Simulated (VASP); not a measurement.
# SnO (P4/nmm) in VASP: single point with PBEsol

Aim: the single point of SnO with PBEsol.

All numbers are computed with VASP 6.6.1; they aren't measurements. Logs are shortened: lines on timing, memory, paths and dates and some standing lists are left out, and cuts for length are marked.

**1. The cell of the first run**

It takes space group P4/nmm (No. 129, tetragonal). The conventional cell has a = 3.804 Å, b = 3.804 Å, c = 4.751 Å, α = 90.00°, β = 90.00°, γ = 90.00°. Sn (site symmetry 4mm) has 4 O at 2.22 Å within 2.9 Å. O (site symmetry -4m2) has 4 Sn at 2.22 Å and 4 O at 2.69 Å within 2.9 Å.

**2. Single point, PBEsol**

File INCAR:

```
SYSTEM = SnO
PREC = Accurate ; ENCUT = 520
EDIFF = 1E-6 ; ISMEAR = 0
SIGMA = 0.15 ; LREAL = .FALSE.
LASPH = .TRUE. ; NELM = 60
ALGO = Normal ; ISIF = 2
LWAVE = .FALSE. ; LCHARG = .FALSE.
GGA = PS ; NBANDS = 28
```

File KPOINTS:

```
regular mesh
0
G
  10 10 8
  0 0 0
```

File POSCAR:

```
SnO
1.0
    3.8042540590      0.0000000000      0.0000000000
    0.0000000000      3.8042540590      0.0000000000
    0.0000000000      0.0000000000      4.7505758552
Sn O
2 2
Direct
    0.0000000000      0.5000000000      0.2424656074
    0.5000000000      0.0000000000      0.7575343926
    0.0000000000      0.0000000000      0.0000000000
    0.5000000000      0.5000000000      0.0000000000
```

Potentials or basis: VASP PAW PBE potentials, release 64 (Sn_d, O).

The run is started by

```sh
> cat potpaw_PBE.64/Sn_d/POTCAR potpaw_PBE.64/O/POTCAR > POTCAR
> mpirun -np 1 vasp_std > vasp.out
```

OUTCAR:

```text
SYSTEM = SnO
   PREC = Accurate
   ENCUT = 520
   EDIFF = 1E-6
   ISMEAR = 0
   LREAL = .FALSE.
   LASPH = .TRUE.
   NELM = 60
   ISIF = 2
   GGA = PS

 ion  position               nearest neighbor table
   1  0.000  0.500  0.242-   3 2.22   4 2.22   3 2.22   4 2.22   2 3.54   2 3.54   2 3.54   2 3.54
                             2 3.64   2 3.64   2 3.64   2 3.64
   2  0.500  0.000  0.758-   3 2.22   4 2.22   4 2.22   3 2.22   1 3.54   1 3.54   1 3.54   1 3.54
                             1 3.64   1 3.64   1 3.64   1 3.64
   3  0.000  0.000  0.000-   1 2.22   2 2.22   1 2.22   2 2.22
   4  0.500  0.500  0.000-   1 2.22   2 2.22   2 2.22   1 2.22

  LATTYP: Found a simple tetragonal cell.
 ALAT       =     3.8042540590
 C/A-ratio  =     1.2487535747

  Lattice vectors:

 A1 = (   3.8042540590,   0.0000000000,   0.0000000000)
 A2 = (   0.0000000000,   3.8042540590,   0.0000000000)
 A3 = (   0.0000000000,   0.0000000000,   4.7505758552)

Analysis of symmetry for initial positions (statically):
=====================================================================
 Subroutine PRICEL returns:
 Original cell was already a primitive cell.

 Routine SETGRP: Setting up the symmetry group for a
 simple tetragonal supercell.

 Subroutine GETGRP returns: Found 16 space group operations
 (whereof  8 operations were pure point group operations)
 out of a pool of 16 trial point group operations.

The static configuration has the point symmetry D_2d.
 The point group associated with its full space group is D_4h.

Analysis of symmetry for dynamics (positions and initial velocities):
=====================================================================
 Subroutine PRICEL returns:
 Original cell was already a primitive cell.

 Routine SETGRP: Setting up the symmetry group for a
 simple tetragonal supercell.

 Subroutine GETGRP returns: Found 16 space group operations
 (whereof  8 operations were pure point group operations)
 out of a pool of 16 trial point group operations.

The dynamic configuration has the point symmetry D_2d.
 The point group associated with its full space group is D_4h.

 Subroutine INISYM returns: Found 16 space group operations
 (whereof  8 operations are pure point group operations),
 and found     1 'primitive' translations

----------------------------------------------------------------------------------------

                                     Primitive cell

  volume of cell :      68.7520

  direct lattice vectors                    reciprocal lattice vectors
     3.804254059  0.000000000  0.000000000     0.262863622  0.000000000  0.000000000
     0.000000000  3.804254059  0.000000000     0.000000000  0.262863622  0.000000000
     0.000000000  0.000000000  4.750575855     0.000000000  0.000000000  0.210500796

  length of vectors
     3.804254059  3.804254059  4.750575855     0.262863622  0.262863622  0.210500796

  position of ions in fractional coordinates (direct lattice)
     0.000000000  0.500000000  0.242465607
     0.500000000  0.000000000  0.757534393
     0.000000000  0.000000000  0.000000000
     0.500000000  0.500000000  0.000000000

  ion indices of the primitive-cell ions
   primitive index   ion index
                 1           1
                 2           2
                 3           3
                 4           4

----------------------------------------------------------------------------------------

 KPOINTS: regular mesh

Automatic generation of k-mesh.
 Grid dimensions read from file:
 generate k-points for:   10   10    8

 Generating k-lattice:

  Cartesian coordinates                     Fractional coordinates (reciprocal lattice)
     0.026286362  0.000000000  0.000000000     0.100000000  0.000000000  0.000000000
     0.000000000  0.026286362  0.000000000     0.000000000  0.100000000  0.000000000
     0.000000000  0.000000000  0.026312600     0.000000000  0.000000000  0.125000000

  Length of vectors
     0.026286362  0.026286362  0.026312600

  Shift w.r.t. Gamma in fractional coordinates (k-lattice)
     0.000000000  0.000000000  0.000000000

 Subroutine IBZKPT returns following result:
 ===========================================

 Found    105 irreducible k-points:

 Following reciprocal coordinates:
            Coordinates               Weight
  0.000000  0.000000  0.000000      1.000000
  0.100000  0.000000  0.000000      4.000000
  0.200000  0.000000  0.000000      4.000000
  0.300000  0.000000  0.000000      4.000000
  0.400000  0.000000  0.000000      4.000000
  0.500000  0.000000  0.000000      2.000000
[... 16 lines left out ...]
  0.100000  0.000000  0.125000      8.000000
  0.200000  0.000000  0.125000      8.000000
 [... further k-points ...]
   k-points           NKPTS =    105   k-points in BZ     NKDIM =    105   number of bands    NBANDS=     28
   number of dos      NEDOS =    301   number of ions     NIONS =      4
   total plane-waves  NPLWV =  28224
   dimension x,y,z NGX =    28 NGY =   28 NGZ =   36
   dimension x,y,z NGXF=    56 NGYF=   56 NGZF=   72
   ions per type =               2   2
   NGX,Y,Z   is equivalent  to a cutoff of  12.24, 12.24, 12.60 a.u.
   NGXF,Y,Z  is equivalent  to a cutoff of  24.47, 24.47, 25.20 a.u.
 SYSTEM =  SnO
   PREC   = accura    normal or accurate (medium, high low for compatibility)
   ISTART =      0    job   : 0-new  1-cont  2-samecut
   ICHARG =      2    charge: 1-file 2-atom 10-const
   ISPIN  =      1    spin polarized calculation?
   LNONCOLLINEAR =      F non collinear calculations
   LSORBIT =      F    spin-orbit coupling
   LASPH  =      T    aspherical Exc in radial PAW
   ENCUT  =  520.0 eV  38.22 Ry    6.18 a.u.   7.07  7.07  8.83*2*pi/ulx,y,z
   NELM   =     60;   NELMIN=  2; NELMDL= -5     # of ELM steps
   EDIFF  = 0.1E-05   stopping-criterion for ELM
   LREAL  =      F    real-space projection
   EDIFFG = 0.1E-04   stopping-criterion for IOM
   NSW    =      0    number of steps for IOM
   IBRION =     -1    ionic relax: 0-MD 1-quasi-New 2-CG
   NFREE  =      0    steps in history (QN), initial steepest desc. (CG)
   ISIF   =      2    stress and relaxation
   ISYM   =      2    0-nonsym 1-usesym 2-fastsym
   POTIM  = 0.5000    time-step for ionic-motion
   TEBEG  =    0.0;   TEEND  =   0.0 temperature during run
   PSTRESS=    0.0 pullay stress
   NELECT =      40.0000    total number of electrons
   NUPDOWN=      -1.0000    fix difference up-down
   EMIN   =  10.00;   EMAX   =-10.00  energy-range for DOS
   EFERMI =   0.00;   METHOD = LEGACY
   ISMEAR =     0;   SIGMA  =   0.15  broadening in eV -4-tet -1-fermi 0-gaus
   EFERMI_NEDOS =   21; number of points for ismear=-14 and -15
   IALGO  =     38    algorithm
   IMIX   =      4    mixing-type and parameters
     AMIX     =   0.40;   BMIX     =  1.00
     AMIX_MAG =   1.60;   BMIX_MAG =  1.00
  volume/ion in A,a.u.               =      17.19       115.99
  Fermi-wavevector in a.u.,A,eV,Ry     =   1.366679  2.582648 25.413104  1.867810
  Thomas-Fermi vector in A             =   2.492798
   LORBIT       =      0    0 simple, 1 ext, 2 COOP (PROOUT), +10 PAW based schemes
   GGA     = PS    functional components
   LHFCALC =     F    Hartree Fock is set to
   AEXX    =    0.0000 exact exchange contribution
   IVDW    =     0    specifies the selected vdW correction
   LEPSILON=     F    determine dielectric tensor
   LRPA    =     F    only Hartree local field effects (RPA)
 non-spin polarized calculation
 Gauss-broadening in eV      SIGMA  =   0.15
  energy-cutoff  :      520.00
  volume of cell :       68.75
 maximum number of plane-waves:      1868
   NGX = 15   NGY = 15   NGZ = 17

 number of electron      39.9999992 magnetization

 Free energy of the ion-electron system (eV)
  ---------------------------------------------------
  ext. energy  EPLUGINS =         0.00000000
  ---------------------------------------------------
  free energy    TOTEN  =       -24.21517708 eV

  energy without entropy =      -24.21357332  energy(sigma->0) =      -24.21437520

 E-fermi :   7.3073     XC(G=0): -10.5984

 val. band max:        7.2310967337   @ k =   0.1000   0.0000   0.0000
 cond. band min:       7.3862528592   @ k =   0.5000   0.5000   0.1250
 fundamental gap:      0.1551561255
 Fermi energy:         7.3072542227

 k-point     1 :       0.0000    0.0000    0.0000
  band No.  band energies     occupation
      1     -14.7058      2.00000
      2     -14.2608      2.00000
      3     -14.2608      2.00000
      4     -14.2499      2.00000
      5     -14.2082      2.00000
      6     -14.2059      2.00000
[... 20 lines left out ...]
     27      13.8647      0.00000
     28      14.2129      0.00000

 k-point     2 :       0.1000    0.0000    0.0000
  band No.  band energies     occupation
      1     -14.7002      2.00000
      2     -14.2587      2.00000
      3     -14.2578      2.00000
      4     -14.2488      2.00000
      5     -14.2088      2.00000
      6     -14.2019      2.00000
[... 20 lines left out ...]
     27      14.0083      0.00000
     28      15.0494      0.00000

 k-point     3 :       0.2000    0.0000    0.0000
  band No.  band energies     occupation
      1     -14.6842      2.00000
      2     -14.3021      2.00000
      3     -14.2523      2.00000
      4     -14.2495      2.00000
      5     -14.2214      2.00000
      6     -14.2104      2.00000
[... 20 lines left out ...]
     27      14.1933      0.00000
     28      16.6620      0.00000

 k-point     4 :       0.3000    0.0000    0.0000
  band No.  band energies     occupation
      1     -14.6589      2.00000
      2     -14.4062      2.00000
      3     -14.2420      2.00000
      4     -14.2375      2.00000
      5     -14.2146      2.00000
      6     -14.2120      2.00000
[... 578 lines left out ...]
     27      13.8181      0.00000
     28      14.3399      0.00000

 k-point    23 :       0.1000    0.0000    0.1250
  band No.  band energies     occupation
      1     -14.6974      2.00000
      2     -14.2590      2.00000
      3     -14.2549      2.00000
      4     -14.2487      2.00000
      5     -14.2061      2.00000
      6     -14.2016      2.00000
[... 20 lines left out ...]
     27      14.0403      0.00000
     28      15.1140      0.00000

 k-point    24 :       0.2000    0.0000    0.1250
  band No.  band energies     occupation
      1     -14.6824      2.00000
      2     -14.3104      2.00000
      3     -14.2500      2.00000
      4     -14.2451      2.00000
      5     -14.2233      2.00000
      6     -14.2064      2.00000
[... 20 lines left out ...]
     27      14.3423      0.00000
     28      16.6420      0.00000

 [... further k-points ...]
[... 5 lines left out ...]
  --------------------------------------------------------------------------------------
  -------------------------------------------------------------------------------------
  Total        0.1285344      0.1285344      0.1327335      0.0000000      0.0000000      0.0000000
  in kB        2.9953290      2.9953290      3.0931845      0.0000000      0.0000000      0.0000000
  external PRESSURE =       3.0279475 kB  Pullay stress =       0.0000000 kB

 VOLUME and BASIS-vectors are now :
 -----------------------------------------------------------------------------
  energy-cutoff  :      520.00
  volume of cell :       68.75
      direct lattice vectors                 reciprocal lattice vectors
     3.804254059  0.000000000  0.000000000     0.262863622  0.000000000  0.000000000
     0.000000000  3.804254059  0.000000000     0.000000000  0.262863622  0.000000000
     0.000000000  0.000000000  4.750575855     0.000000000  0.000000000  0.210500796

 POSITION                                       TOTAL-FORCE (eV/Angst)
 -----------------------------------------------------------------------------------
      0.00000      1.90213      1.15185         0.000000      0.000000      0.103989
      1.90213      0.00000      3.59872        -0.000000      0.000000     -0.103989
      0.00000      0.00000      0.00000         0.000000     -0.000000     -0.000000
      1.90213      1.90213      0.00000         0.000000      0.000000     -0.000000
 -----------------------------------------------------------------------------------
    total drift:                                0.000000      0.000000      0.000000

  FREE ENERGIE OF THE ION-ELECTRON SYSTEM (eV)
  ---------------------------------------------------
  free  energy   TOTEN  =       -24.2151770764 eV

  energy  without entropy=      -24.2135733227  energy(sigma->0) =      -24.21437520
```

Wall time 57 s (1 thread of Intel Xeon 6975P-C (Granite Rapids), shared host); peak memory 0.28 GiB.

Results:

* Free energy: -24.2152 eV
* Pressure: 0.3 GPa
* Largest force: 0.104 eV/Å
* Band gap on the k mesh: zero (band 20 reaches 7.23 eV, above the bottom of band 21 at 7.13 eV)

Forces in eV/Å, atoms in the order of the input:
```
Sn   0.000  0.000  0.104
Sn   0.000  0.000 -0.104
O    0.000  0.000  0.000
O    0.000  0.000  0.000
```

Caveat: the PAW data sets were made with another functional, which shifts forces and pressure a little; spin-orbit coupling is left out, which moves the levels of the heavy elements.
